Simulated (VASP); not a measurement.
Write the native input for VASP 6.6.1 that does the following.

```yaml
Task: relaxation of cell and atoms
Functional: LDA
Potentials_or_basis: VASP PAW LDA potentials, release 64 (Hf_pv, C)
Cutoff: 600 eV
k_mesh: 10 × 10 × 10
Occupations: fermi-dirac, width 0.05 eV
Spin: no spin polarisation
Dipole_correction: no
Further_INCAR_settings: ALGO = Normal; EDIFF = 1e-07; IBRION = 2; EDIFFG = -0.01; NSW = 60; ISIF = 3
```

The structure of HfC lies in POSCAR:

```
HfC
1.0
    0.0000000000      2.3250000000      2.3250000000
    2.3250000000      0.0000000000      2.3250000000
    2.3250000000      2.3250000000      0.0000000000
Hf C
1 1
Direct
    0.5000000000      0.5000000000      0.5000000000
    0.0000000000      0.0000000000      0.0000000000
```

One way to write it, as run:

INCAR

```
ALGO = Normal ; EDIFF = 1E-7
EDIFFG = -0.01 ; ENCUT = 600
IBRION = 2 ; ISIF = 3
ISMEAR = -1 ; LASPH = T
LCHARG = F ; LREAL = F
LWAVE = F ; NELM = 80
NSW = 60 ; PREC = Accurate
SIGMA = 0.05
```

KPOINTS

```
k-points
0
Gamma
  10 10 10
```

Potentials or basis: VASP PAW LDA potentials, release 64 (Hf_pv, C).

Launch:

```console
$ cat potpaw_LDA.64/Hf_pv/POTCAR potpaw_LDA.64/C/POTCAR > POTCAR
$ mpirun -np 1 vasp_std > vasp.out
```

Results of the run:

| Quantity | Value |
| --- | --- |
| Relaxed volume | 11.98 Å³/atom |
| Relaxed cell | a = 3.236 Å, b = 3.236 Å, c = 3.236 Å, α = 60.00°, β = 60.00°, γ = 60.00° |
| Space group after relaxing (to 0.05 Å) | Fm-3m (No. 225) |
| Energy gained by relaxing | 22.4 meV/atom |
| Ionic steps | 4 |
| Pressure after relaxing | 0.0 GPa |
| Band gap on the k mesh | zero (band 7 reaches 7.28 eV, above the bottom of band 8 at 5.86 eV) |

Caveat: spin-orbit coupling is left out, which moves the levels of the heavy elements.

It took 49 s on 1 thread of Intel(R) Xeon(R) Platinum 8259CL CPU @ 2.50GHz (Skylake/Cascade Lake), with other jobs on the host, peak memory 0.16 GiB.
